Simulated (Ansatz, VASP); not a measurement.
# TiO2 in VASP and in Ansatz

```
Ti O
1.0
    -1.89832    1.89832    4.64955
     1.89832   -1.89832    4.64955
     1.89832    1.89832   -4.64955
Ti O
2 4
Direct
  0.00000 0.00000 0.00000
  0.75000 0.25000 0.50000
  0.20611 0.20611 0.00000
  0.95611 0.45611 0.50000
  0.54389 0.04389 0.50000
  0.79389 0.79389 0.00000
```

Change from the starting cell: strain -0.0375 x Voigt [0, 0, 1, 0, 0, 0], atoms carried along.

Alike in both runs: task single point; functional r2SCAN; k mesh 8 × 8 × 8; occupations gaussian, width 0.05 eV; no spin polarisation; Hubbard terms Ti d U = 4.0 eV.

|  | VASP | Ansatz |
| --- | --- | --- |
| version | VASP 6.6.1 | Ansatz 0.2.0 |
| potentials or method | VASP PAW PBE potentials, release 64 (Ti_sv, O), cutoff 520 eV | scalar-relativistic, plane waves, PAW |
| valence electrons in the cell | 48 | 48 |

VASP gave:

```
gap on the k mesh at the Fermi level (eV)                     : 3.33
least direct gap on the mesh (eV)                             : 3.61
pressure (GPa)                                                : 15.8
traceless stress, the component that is largest in VASP (GPa) : 9.23
rms of the force components (eV/Å)                            : 0.533
```

Task: Which values does Ansatz return?

Result: gap on the k mesh at the Fermi level (eV): 3.28; least direct gap on the mesh (eV): 3.54; pressure (GPa): 10.2; traceless stress, the component that is largest in VASP (GPa): 9.02; rms of the force components (eV/Å): 0.418.

VASP's potentials were made for PBE, not for r2SCAN. The programs project onto different local orbitals, so the same U acts differently, and such runs can settle in different states. Atom by atom the forces differ by 0.115 eV/Å (rms over components).
